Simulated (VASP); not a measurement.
Runs of VASP 6.6.1 on Be. The structure is that of space group Fm-3m (No. 225), or close to it. The cells are those of the table. 

| cell | gap on the mesh (eV) | pressure (GPa) |
| --- | --- | --- |
| a = 2.233 Å, angles 60.0°, 1 atom | none | 0.2 |
| a = 2.203 Å, angles 60.0°, 1 atom | none | 5.4 |
| a = 2.319 Å, angles 60.0°, 1 atom | none | -11.0 |
| a = 2.263 Å, angles 60.0°, 1 atom | none | (a) |

Alike in all rows: task single point; level PBE; potentials or basis VASP PAW PBE potentials, release 64 (Be); no spin polarisation; k mesh 28 × 28 × 28; cutoff (eV) 520; smearing fermi-dirac 0.1 eV.

**Question.** Fill in the values left out.

**Answer.** (a) -4.2.

A gap of «none» marks levels without a gap at the run's occupations.
